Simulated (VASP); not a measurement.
# Ti (I4/mmm) in VASP: notebook, part 2 of 2

VASP 6.6.1.

**3. Single point, LDA (strain -0.030 along x and y, +0.015 along z)**

Input file INCAR:

```
PREC = Accurate
ENCUT = 520
EDIFF = 1E-7
ISMEAR = 0
SIGMA = 0.15
LREAL = F
LASPH = T
NELM = 100
ALGO = Fast
ISIF = 2
LWAVE = F
LCHARG = F
GGA = CA
NBANDS = 12
```

Input file KPOINTS:

```
regular mesh
0
Gamma
  20 20 20
```

Input file POSCAR:

```
Ti
1.0
   -1.5917700000      1.5917700000      1.6656150000
    1.5917700000     -1.5917700000      1.6656150000
    1.5917700000      1.5917700000     -1.6656150000
Ti
1
Direct
    0.0000000000      0.0000000000      0.0000000000
```

Potentials or basis: VASP PAW LDA potentials, release 64 (Ti_sv).

Launch:

```sh
$ cat potpaw_LDA.64/Ti_sv/POTCAR > POTCAR
$ mpirun -np 1 vasp_std > vasp.out
```

OUTCAR:

```text
PREC = Accurate
   ENCUT = 520
   EDIFF = 1E-7
   ISMEAR = 0
   LREAL = F
   LASPH = T
   NELM = 100
   ISIF = 2
   GGA = CA

 ion  position               nearest neighbor table
   1  0.000  0.000  0.000-

  LATTYP: Found a body centered tetragonal cell.
 ALAT       =     3.1835400000
 C/A-ratio  =     1.0463917526

  Lattice vectors:

 A1 = (  -1.5917700000,   1.5917700000,   1.6656150000)
 A2 = (   1.5917700000,  -1.5917700000,   1.6656150000)
 A3 = (   1.5917700000,   1.5917700000,  -1.6656150000)

Analysis of symmetry for initial positions (statically):
=====================================================================
 Subroutine PRICEL returns:
 Original cell was already a primitive cell.

 Routine SETGRP: Setting up the symmetry group for a
 body centered tetragonal supercell.

 Subroutine GETGRP returns: Found 16 space group operations
 (whereof 16 operations were pure point group operations)
 out of a pool of 16 trial point group operations.

The static configuration has the point symmetry D_4h.

Analysis of symmetry for dynamics (positions and initial velocities):
=====================================================================
[... 163 lines left out ...]
 Fermi energy:         8.1481667202

 k-point     1 :       0.0000    0.0000    0.0000
  band No.  band energies     occupation
      1     -47.6386      2.00000
      2     -23.8288      2.00000
      3     -23.8288      2.00000
      4     -23.8264      2.00000
      5       2.2123      2.00000
      6       9.0186      0.00000
      7       9.0186      0.00000
      8       9.3381      0.00000
      9      10.7507      0.00000
     10      11.1228      0.00000
     11      25.3304      0.00000
     12      26.1210      0.00000
[... 331 lines left out ...]
 k-point    24 :      -0.3500    0.0500    0.0000
  band No.  band energies     occupation
      1     -47.5250      2.00000
      2     -24.3921      2.00000
      3     -23.9977      2.00000
      4     -23.8366      2.00000
      5       5.0352      2.00000
      6       8.1479      1.00170
      7       8.4002      0.01750
      8      10.5945      0.00000
      9      11.2319      0.00000
     10      11.4691      0.00000
     11      20.0742      0.00000
     12      23.1678      0.00000

 [... further k-points ...]
[... 5 lines left out ...]
  --------------------------------------------------------------------------------------
  -------------------------------------------------------------------------------------
  Total       -0.7361929     -0.7361929     -0.6614750      0.0000000     -0.0000000     -0.0000000
  in kB      -69.8726086    -69.8726086    -62.7810831      0.0000000     -0.0000000     -0.0000000
  external PRESSURE =     -67.5087668 kB  Pullay stress =       0.0000000 kB

 VOLUME and BASIS-vectors are now :
 -----------------------------------------------------------------------------
  energy-cutoff  :      520.00
  volume of cell :       16.88
      direct lattice vectors                 reciprocal lattice vectors
    -1.591770000  1.591770000  1.665615000     0.000000000  0.314115733  0.300189420
     1.591770000 -1.591770000  1.665615000     0.314115733  0.000000000  0.300189420
     1.591770000  1.591770000 -1.665615000     0.314115733  0.314115733  0.000000000

 POSITION                                       TOTAL-FORCE (eV/Angst)
 -----------------------------------------------------------------------------------
      0.00000      0.00000      0.00000        -0.000000      0.000000      0.000000
 -----------------------------------------------------------------------------------
    total drift:                               -0.000000      0.000000      0.000000

  FREE ENERGIE OF THE ION-ELECTRON SYSTEM (eV)
  ---------------------------------------------------
  free  energy   TOTEN  =        -8.4511794504 eV

  energy  without entropy=       -8.4260464252  energy(sigma->0) =       -8.43861294
```

OSZICAR:

```text
N       E                     dE             d eps       ncg     rms          rms(c)
DAV:   1     0.861467995584E+02    0.86147E+02   -0.65330E+03 15416   0.120E+03
DAV:   2    -0.520802125041E+01   -0.91355E+02   -0.88939E+02 15664   0.297E+02
DAV:   3    -0.937362613979E+01   -0.41656E+01   -0.41121E+01 21292   0.643E+01
[... 18 lines left out ...]
RMM:  22    -0.845117887858E+01   -0.25438E-06   -0.27564E-06 15718   0.721E-03    0.747E-04
RMM:  23    -0.845117912145E+01   -0.24287E-06   -0.24931E-06 13580   0.520E-03    0.421E-05
RMM:  24    -0.845117927070E+01   -0.14926E-06   -0.14919E-06 12177   0.337E-03    0.186E-04
RMM:  25    -0.845117936762E+01   -0.96911E-07   -0.10521E-06 10373   0.249E-03    0.258E-04
RMM:  26    -0.845117945036E+01   -0.82745E-07   -0.84749E-07  9410   0.203E-03
   1 F= -.84511795E+01 E0= -.84386129E+01  d E =-.251330E-01
```

stdout:

```text
POSCAR found type information on POSCAR Ti
 POSCAR found :  1 types and       1 ions
 scaLAPACK will be used
 LDA part: xc-table for (Slater(with rela. corr.)+CA(PZ))
 , standard interpolation
 POSCAR, INCAR and KPOINTS ok, starting setup
 FFT: planning ... GRIDC
 FFT: planning ... GRID_SOFT
 FFT: planning ... GRID
 WAVECAR not read
 entering main loop
WARNING in EDDRMM: call to ZHEGV failed, returncode =   6  3      6
WARNING in EDDRMM: call to ZHEGV failed, returncode =   6  3      9
WARNING in EDDRMM: call to ZHEGV failed, returncode =   6  3      7
WARNING in EDDRMM: call to ZHEGV failed, returncode =   8  4     11
WARNING in EDDRMM: call to ZHEGV failed, returncode =   6  3     10
WARNING in EDDRMM: call to ZHEGV failed, returncode =   6  3      8
WARNING in EDDRMM: call to ZHEGV failed, returncode =   8  4      9
WARNING in EDDRMM: call to ZHEGV failed, returncode =   8  4      6
WARNING in EDDRMM: call to ZHEGV failed, returncode =   6  3      6
WARNING in EDDRMM: call to ZHEGV failed, returncode =   6  3      7
[... 26 lines left out ...]
WARNING in EDDRMM: call to ZHEGV failed, returncode =   6  3      8
WARNING in EDDRMM: call to ZHEGV failed, returncode =   6  3      8
WARNING in EDDRMM: call to ZHEGV failed, returncode =   6  3      9
WARNING in EDDRMM: call to ZHEGV failed, returncode =   6  3      6
WARNING in EDDRMM: call to ZHEGV failed, returncode =   6  3      7
WARNING in EDDRMM: call to ZHEGV failed, returncode =   6  3      8
WARNING in EDDRMM: call to ZHEGV failed, returncode =   8  4      2
WARNING in EDDRMM: call to ZHEGV failed, returncode =   6  3      5
WARNING in EDDRMM: call to ZHEGV failed, returncode =   6  3     10
WARNING in EDDRMM: call to ZHEGV failed, returncode =   8  4     11
```

Run time: 4.3 min. Hardware: 1 thread of Intel Xeon Platinum 8259CL at 2.50GHz (Skylake/Cascade Lake), shared host; peak memory 0.24 GiB.

Results:

```yaml
Free_energy: -8.4512 eV
Pressure: -6.8 GPa
Band_gap_on_the_k_mesh: zero (band 6 reaches 9.11 eV, above the bottom of band 7 at 7.53 eV)
```

Levels at points of the mesh, in eV from the Fermi level:
```csv
k point,band 2,band 3,band 4,band 5,band 6,band 7,band 8,band 9,band 10,band 11
"(0.00, 0.00, 0.00)",-31.98,-31.98,-31.97,-5.94,0.87,0.87,1.19,2.60,2.97,17.18
"(0.50, 0.00, 0.00)",-32.74,-32.20,-31.98,-2.52,-0.33,1.23,2.59,3.17,4.38,8.99
"(0.50, 0.50, 0.00)",-32.73,-32.23,-32.00,-2.53,-0.72,1.54,3.04,3.27,4.45,9.33
"(0.50, 0.50, 0.50)",-32.54,-32.47,-32.47,-2.27,-2.14,3.98,4.07,4.07,7.78,9.06
```

Caveat: the cell differs from its parent crystal (strain -0.030 along x and y, +0.015 along z).

**4. Single point, LDA (strain -0.030 along x and y, +0.030 along z)**

Input file INCAR:

```
PREC = Accurate ; ENCUT = 520
EDIFF = 1E-7 ; ISMEAR = 0
SIGMA = 0.15 ; LREAL = F
LASPH = T ; NELM = 60
ALGO = Fast ; ISIF = 2
LWAVE = F ; LCHARG = F
GGA = CA ; NBANDS = 12
```

Input file KPOINTS:

```
Automatic mesh
0
Gamma
  20 20 20
```

Input file POSCAR:

```
Ti
1.0
   -1.5917700000      1.5917700000      1.6902300000
    1.5917700000     -1.5917700000      1.6902300000
    1.5917700000      1.5917700000     -1.6902300000
Ti
1
Direct
    0.0000000000      0.0000000000      0.0000000000
```

Launch:

```sh
$ cat potpaw_LDA.64/Ti_sv/POTCAR > POTCAR
$ mpirun -np 1 vasp_std > vasp.out
```

Wall time 4.5 min (1 thread of Intel Xeon Platinum 8259CL at 2.50GHz (Skylake/Cascade Lake), shared host); peak memory 0.24 GiB.

The run converged. Its results:

| Property | Result |
| --- | --- |
| Free energy | -8.4406 eV |
| Pressure | -8.1 GPa |
| Band gap on the k mesh | zero (band 6 reaches 8.96 eV, above the bottom of band 7 at 7.41 eV) |

Stress tensor (GPa, compression positive):
```
-8.39  0.00  0.00
 0.00 -8.39  0.00
 0.00  0.00 -7.43
```

Levels at points of the mesh, in eV from the Fermi level:
| k point | band 3 | band 4 | band 5 | band 6 | band 7 | band 8 | band 9 | band 10 |
| --- | --- | --- | --- | --- | --- | --- | --- | --- |
| (0.00, 0.00, 0.00) | -32.03 | -32.03 | -5.91 | 0.83 | 0.83 | 1.24 | 2.49 | 2.96 |
| (0.50, 0.00, 0.00) | -32.24 | -32.03 | -2.49 | -0.27 | 1.15 | 2.46 | 3.14 | 4.28 |
| (0.50, 0.50, 0.00) | -32.28 | -32.06 | -2.50 | -0.78 | 1.56 | 3.05 | 3.25 | 4.36 |
| (0.50, 0.50, 0.50) | -32.50 | -32.50 | -2.24 | -2.08 | 3.89 | 4.00 | 4.00 | 7.40 |

Caveat: the cell differs from its parent crystal (strain -0.030 along x and y, +0.030 along z).

**5. Single point, LDA (strain +0.000 along x and y, -0.030 along z)**

Input file INCAR:

```
PREC = Accurate
ENCUT = 520
EDIFF = 1E-6
ISMEAR = 0
SIGMA = 0.15
LREAL = F
LASPH = T
NELM = 60
ALGO = Normal
ISIF = 2
LWAVE = F
LCHARG = F
GGA = CA
NBANDS = 12
```

Input file KPOINTS:

```
regular mesh
0
Gamma
  20 20 20
```

Input file POSCAR:

```
Ti
1.0
   -1.6410000000      1.6410000000      1.5917700000
    1.6410000000     -1.6410000000      1.5917700000
    1.6410000000      1.6410000000     -1.5917700000
Ti
1
Direct
    0.0000000000      0.0000000000      0.0000000000
```

Launch:

```sh
$ cat potpaw_LDA.64/Ti_sv/POTCAR > POTCAR
$ mpirun -np 1 vasp_std > vasp.out
```

Wall time 99 s (1 thread of Intel Xeon Platinum 8259CL at 2.50GHz (Skylake/Cascade Lake), shared host); peak memory 0.24 GiB.

The run converged. Its results:

```yaml
Free_energy: -8.4384 eV
Pressure: -8.2 GPa
Band_gap_on_the_k_mesh: zero (band 6 reaches 8.92 eV, above the bottom of band 7 at 7.33 eV)
```

Stress tensor (GPa, compression positive):
```
-7.95  0.00  0.00
 0.00 -7.95  0.00
 0.00  0.00 -8.74
```

Levels at points of the mesh, in eV from the Fermi level:
| k point | band 4 | band 5 | band 6 | band 7 | band 8 | band 9 |
| --- | --- | --- | --- | --- | --- | --- |
| (0.00, 0.00, 0.00) | -32.02 | -5.90 | 0.81 | 1.04 | 1.04 | 2.62 |
| (0.50, 0.00, 0.00) | -32.03 | -2.48 | -0.53 | 1.35 | 2.79 | 3.18 |
| (0.50, 0.50, 0.00) | -32.01 | -2.48 | -0.26 | 1.14 | 2.57 | 3.03 |
| (0.50, 0.50, 0.50) | -32.49 | -2.19 | -2.11 | 3.95 | 3.95 | 4.01 |

Caveat: the cell differs from its parent crystal (strain +0.000 along x and y, -0.030 along z).

**6. The runs side by side**

| cell | gap on the mesh (eV) | pressure (GPa) |
| --- | --- | --- |
| a = 2.786 Å, angles 109.1, 109.1, 110.3°, 1 atom | none | -5.3 |
| a = 2.800 Å, angles 110.7, 110.7, 107.0°, 1 atom | none | -6.8 |
| a = 2.815 Å, angles 111.1, 111.1, 106.2°, 1 atom | none | -8.1 |
| a = 2.814 Å, angles 108.7, 108.7, 111.1°, 1 atom | none | -8.2 |

Alike in all rows: task single point; level LDA; potentials or basis VASP PAW LDA potentials, release 64 (Ti_sv); no spin polarisation; k mesh 20 × 20 × 20; cutoff (eV) 520; smearing gaussian 0.15 eV.

Absolute energies hang on the potentials; compare differences alone.
